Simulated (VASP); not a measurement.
# SnSe (Fm-3m) in VASP: further runs

The runs below take SnSe through single point, with LDA.

All numbers are computed with VASP 6.6.1; they aren't measurements. Logs are shortened: lines on timing, memory, paths and dates and some standing lists are left out, and cuts for length are marked.

### Step 1. The cell of the first run

The structure is cubic, space group Fm-3m (No. 225). Conventional cell: a = 6.099 Å, b = 6.099 Å, c = 6.099 Å, α = 90.00°, β = 90.00°, γ = 90.00°. Sn (site symmetry m-3m) has 6 Se at 3.05 Å within 4.0 Å. Se (site symmetry m-3m) has 6 Sn at 3.05 Å within 4.0 Å.

### Step 2. Single point, LDA

The input, INCAR:

```
SYSTEM = SnSe
PREC = Accurate ; ENCUT = 520
EDIFF = 1E-6 ; ISMEAR = 0
SIGMA = 0.01 ; LREAL = .FALSE.
LASPH = .TRUE. ; NELM = 80
ALGO = Normal ; ISIF = 2
LWAVE = .FALSE. ; LCHARG = .TRUE.
LELF = .TRUE. ; LVHAR = .TRUE.
NBANDS = 17
```

The input, KPOINTS:

```
Automatic mesh
0
G
  6 6 6
  0 0 0
```

The input, POSCAR:

```
SnSe
1.0
    0.0000000000      3.0496098055      3.0496098055
    3.0496098055      0.0000000000      3.0496098055
    3.0496098055      3.0496098055      0.0000000000
Sn Se
1 1
Direct
    0.0000000000      0.0000000000      0.0000000000
    0.5000000000      0.5000000000      0.5000000000
```

Potentials or basis: VASP PAW LDA potentials, release 64 (Sn_d, Se).

Launch:

```bash
$ cat potpaw_LDA.64/Sn_d/POTCAR potpaw_LDA.64/Se/POTCAR > POTCAR
$ mpirun -np 1 vasp_std > vasp.out
```

OUTCAR:

```text
SYSTEM = SnSe
   PREC = Accurate
   ENCUT = 520
   EDIFF = 1E-6
   ISMEAR = 0
   LREAL = .FALSE.
   LASPH = .TRUE.
   NELM = 80
   ISIF = 2

 ion  position               nearest neighbor table
   1  0.000  0.000  0.000-   2 3.05   2 3.05   2 3.05   2 3.05   2 3.05   2 3.05
   2  0.500  0.500  0.500-   1 3.05   1 3.05   1 3.05   1 3.05   1 3.05   1 3.05

  LATTYP: Found a face centered cubic cell.
 ALAT       =     6.0992196110

  Lattice vectors:

 A1 = (   0.0000000000,   3.0496098055,   3.0496098055)
 A2 = (   3.0496098055,   0.0000000000,   3.0496098055)
 A3 = (   3.0496098055,   3.0496098055,   0.0000000000)

Analysis of symmetry for initial positions (statically):
=====================================================================
 Subroutine PRICEL returns:
 Original cell was already a primitive cell.

 Routine SETGRP: Setting up the symmetry group for a
 face centered cubic supercell.

 Subroutine GETGRP returns: Found 48 space group operations
 (whereof 48 operations were pure point group operations)
 out of a pool of 48 trial point group operations.

The static configuration has the point symmetry O_h .

Analysis of symmetry for dynamics (positions and initial velocities):
=====================================================================
 Subroutine PRICEL returns:
 Original cell was already a primitive cell.

 Routine SETGRP: Setting up the symmetry group for a
 face centered cubic supercell.

 Subroutine GETGRP returns: Found 48 space group operations
 (whereof 48 operations were pure point group operations)
 out of a pool of 48 trial point group operations.

The dynamic configuration has the point symmetry O_h .

 Subroutine INISYM returns: Found 48 space group operations
 (whereof 48 operations are pure point group operations),
 and found     1 'primitive' translations

----------------------------------------------------------------------------------------

                                     Primitive cell

  volume of cell :      56.7235

  direct lattice vectors                    reciprocal lattice vectors
     0.000000000  3.049609805  3.049609805    -0.163955401  0.163955401  0.163955401
     3.049609805  0.000000000  3.049609805     0.163955401 -0.163955401  0.163955401
     3.049609805  3.049609805  0.000000000     0.163955401  0.163955401 -0.163955401

  length of vectors
     4.312799547  4.312799547  4.312799547     0.283979086  0.283979086  0.283979086

  position of ions in fractional coordinates (direct lattice)
     0.000000000  0.000000000  0.000000000
     0.500000000  0.500000000  0.500000000

  ion indices of the primitive-cell ions
   primitive index   ion index
[... 66 lines left out ...]
   LREAL  =      F    real-space projection
   EDIFFG = 0.1E-04   stopping-criterion for IOM
   NSW    =      0    number of steps for IOM
   IBRION =     -1    ionic relax: 0-MD 1-quasi-New 2-CG
   NFREE  =      0    steps in history (QN), initial steepest desc. (CG)
   ISIF   =      2    stress and relaxation
   ISYM   =      2    0-nonsym 1-usesym 2-fastsym
   POTIM  = 0.5000    time-step for ionic-motion
   TEBEG  =    0.0;   TEEND  =   0.0 temperature during run
   PSTRESS=    0.0 pullay stress
   NELECT =      20.0000    total number of electrons
   NUPDOWN=      -1.0000    fix difference up-down
   EMIN   =  10.00;   EMAX   =-10.00  energy-range for DOS
   EFERMI =   0.00;   METHOD = LEGACY
   ISMEAR =     0;   SIGMA  =   0.01  broadening in eV -4-tet -1-fermi 0-gaus
   EFERMI_NEDOS =   21; number of points for ismear=-14 and -15
   IALGO  =     38    algorithm
   IMIX   =      4    mixing-type and parameters
     AMIX     =   0.40;   BMIX     =  1.00
     AMIX_MAG =   1.60;   BMIX_MAG =  1.00
  volume/ion in A,a.u.               =      28.36       191.39
  Fermi-wavevector in a.u.,A,eV,Ry     =   1.156549  2.185560 18.199216  1.337605
  Thomas-Fermi vector in A             =   2.293168
   LORBIT       =      0    0 simple, 1 ext, 2 COOP (PROOUT), +10 PAW based schemes
   GGA     = CA    functional components
   LHFCALC =     F    Hartree Fock is set to
   AEXX    =    0.0000 exact exchange contribution
   IVDW    =     0    specifies the selected vdW correction
   LEPSILON=     F    determine dielectric tensor
   LRPA    =     F    only Hartree local field effects (RPA)
 non-spin polarized calculation
 Gauss-broadening in eV      SIGMA  =   0.01
  energy-cutoff  :      520.00
  volume of cell :       56.72
 maximum number of plane-waves:      1544
   NGX = 17   NGY = 17   NGZ = 17

 number of electron      19.9999989 magnetization

 Free energy of the ion-electron system (eV)
  ---------------------------------------------------
  ext. energy  EPLUGINS =         0.00000000
  ---------------------------------------------------
  free energy    TOTEN  =        -9.43333781 eV

  energy without entropy =       -9.43333781  energy(sigma->0) =       -9.43333781

 E-fermi :   4.9692     XC(G=0):  -9.7138

 val. band max:        4.9144373757   @ k =   0.5000   0.0000   0.0000
 cond. band min:       5.3775154435   @ k =   0.5000   0.0000   0.0000
 fundamental gap:      0.4630780679
 Fermi energy:         4.9692165361

 k-point     1 :       0.0000    0.0000    0.0000
  band No.  band energies     occupation
      1     -16.5205      2.00000
      2     -16.5205      2.00000
      3     -16.5197      2.00000
      4     -16.5197      2.00000
      5     -16.5197      2.00000
      6      -8.6364      2.00000
[... 297 lines left out ...]
      4     -16.5099      2.00000
      5     -16.5046      2.00000
      6      -7.5236      2.00000
[... 9 lines left out ...]
     16      15.9323      0.00000
     17      17.6445      0.00000

------------------------ aborting loop because EDIFF is reached ----------------------------------------

  FORCE on cell =-STRESS in cart. coord.  units (eV):
  Direction    XX          YY          ZZ          XY          YZ          ZX
  --------------------------------------------------------------------------------------
  -------------------------------------------------------------------------------------
  Total       -1.8372081     -1.8372081     -1.8372081      0.0000000      0.0000000      0.0000000
  in kB      -51.8926807    -51.8926807    -51.8926807      0.0000000      0.0000000      0.0000000
  external PRESSURE =     -51.8926807 kB  Pullay stress =       0.0000000 kB

 VOLUME and BASIS-vectors are now :
 -----------------------------------------------------------------------------
  energy-cutoff  :      520.00
  volume of cell :       56.72
      direct lattice vectors                 reciprocal lattice vectors
     0.000000000  3.049609805  3.049609805    -0.163955401  0.163955401  0.163955401
     3.049609805  0.000000000  3.049609805     0.163955401 -0.163955401  0.163955401
     3.049609805  3.049609805  0.000000000     0.163955401  0.163955401 -0.163955401

 POSITION                                       TOTAL-FORCE (eV/Angst)
 -----------------------------------------------------------------------------------
      0.00000      0.00000      0.00000         0.000000     -0.000000     -0.000000
      3.04961      3.04961      3.04961        -0.000000      0.000000      0.000000
 -----------------------------------------------------------------------------------
    total drift:                                0.000000     -0.000000     -0.000000

  FREE ENERGIE OF THE ION-ELECTRON SYSTEM (eV)
  ---------------------------------------------------
  free  energy   TOTEN  =        -9.4333378148 eV

  energy  without entropy=       -9.4333378148  energy(sigma->0) =       -9.43333781
```

OSZICAR:

```text
N       E                     dE             d eps       ncg     rms          rms(c)
DAV:   1     0.130931828322E+03    0.13093E+03   -0.99580E+03   553   0.144E+03
DAV:   2     0.358464450060E+01   -0.12735E+03   -0.12327E+03   592   0.344E+02
DAV:   3    -0.928037483111E+01   -0.12865E+02   -0.12792E+02   630   0.957E+01
DAV:   4    -0.963024247796E+01   -0.34987E+00   -0.34958E+00   692   0.167E+01
DAV:   5    -0.964043804472E+01   -0.10196E-01   -0.10195E-01   772   0.276E+00    0.300E+00
DAV:   6    -0.944058950942E+01    0.19985E+00   -0.52686E-01   767   0.415E+00    0.178E+00
DAV:   7    -0.943514392464E+01    0.54456E-02   -0.66834E-02   646   0.114E+00    0.893E-01
DAV:   8    -0.943356706921E+01    0.15769E-02   -0.73836E-03   632   0.681E-01    0.939E-02
DAV:   9    -0.943332808442E+01    0.23898E-03   -0.14778E-03   740   0.252E-01    0.427E-02
DAV:  10    -0.943333735888E+01   -0.92745E-05   -0.10201E-04   653   0.591E-02    0.797E-03
DAV:  11    -0.943333781478E+01   -0.45589E-06   -0.45013E-06   731   0.138E-02
   1 F= -.94333378E+01 E0= -.94333378E+01  d E =-.970313E-17
```

Run time: 12 s. Hardware: 1 thread of Intel Xeon 8259CL, shared host; peak memory 0.16 GiB.

Results:

```
Free energy            : -9.4333 eV
Pressure               : -5.2 GPa
Band gap on the k mesh : 0.46 eV, direct
```

Caveat: spin-orbit coupling is left out, which moves the levels of the heavy elements. A k mesh can miss the band edges.

### Step 3. Single point, LDA

This run uses another cell than the first one, of 29.18 Å³/atom, 1.029 times its volume.

The input, INCAR:

```
PREC     = Accurate       # precision mode
ENCUT    = 520            # plane-wave cutoff, eV
EDIFF    = 1E-7           # SCF threshold, eV
ISMEAR   = 0              # smearing method
SIGMA    = 0.01           # smearing width, eV
LREAL    = F              # projectors in reciprocal space
LASPH    = T              # aspherical terms in the spheres
NELM     = 100            # most SCF steps
ALGO     = Normal         # electronic algorithm
ISIF     = 2              # what is computed and relaxed
LWAVE    = F              # write WAVECAR
LCHARG   = F              # write CHGCAR
GGA      = CA             # functional
NBANDS   = 17             # bands
```

The input, KPOINTS:

```
Automatic mesh
0
Gamma
  6 6 6
```

The input, POSCAR:

```
SnSe
1.0
    0.0000000000      3.0786554565      3.0786554565
    3.0786554565      0.0000000000      3.0786554565
    3.0786554565      3.0786554565      0.0000000000
Sn Se
1 1
Direct
    0.0000000000      0.0000000000      0.0000000000
    0.5000000000      0.5000000000      0.5000000000
```

Potentials or basis: VASP PAW LDA potentials, release 64 (Sn_d, Se).

Launch:

```bash
$ cat potpaw_LDA.64/Sn_d/POTCAR potpaw_LDA.64/Se/POTCAR > POTCAR
$ mpirun -np 1 vasp_std > vasp.out
```

Wall time 12 s (1 thread of Intel Xeon 8259CL, shared host); peak memory 0.16 GiB.

It converged, with:

| Property | Result |
| --- | --- |
| Free energy | -9.3755 eV |
| Pressure | -6.2 GPa |
| Band gap on the k mesh | 0.36 eV, direct |

Levels at points of the mesh, in eV from the valence-band top:
```csv
k point,band 8,band 9,band 10,band 11,band 12,band 13
"(0.00, 0.00, 0.00)",-1.93,-1.93,-1.93,4.03,4.03,4.03
"(0.50, 0.00, 0.00)",-1.69,-1.69,0.00,0.36,1.28,1.28
"(0.50, 0.50, 0.00)",-4.97,-3.27,-3.27,3.26,4.94,4.94
```

Caveat: spin-orbit coupling is left out, which moves the levels of the heavy elements. A k mesh can miss the band edges.
